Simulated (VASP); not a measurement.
Fe:

```xyz
1
Lattice="-1.4430 1.4430 1.4430 1.4430 -1.4430 1.4430 1.4430 1.4430 -1.4430" Properties=species:S:1:pos:R:3 pbc="T T T"
Fe    0.0000    0.0000    0.0000
```

Base run:

```yaml
Program: VASP 6.6.1
Functional: r2SCAN
Dispersion: D4
Potentials_or_basis: VASP PAW PBE potentials, release 64 (Fe)
Cutoff: 520 eV
k_mesh: 13 × 13 × 13
Occupations: fermi-dirac, width 0.05 eV
Spin: collinear spin, ferromagnetic start
Starting_moments: "[3.0] μB"
```

Its results: pressure -5.7 GPa; net moment 2.65 μB per cell; site moments Fe +2.73 μB.

Task: The run is repeated on the same cell with these changes: functional from r2SCAN to BLYP. What comes out?

Result: Pressure -10.7 GPa; net moment 2.22 μB per cell; site moments Fe +2.22 μB.

Caveats: the cell stands under tension; the PAW data sets were made with another functional, which shifts forces and pressure a little.
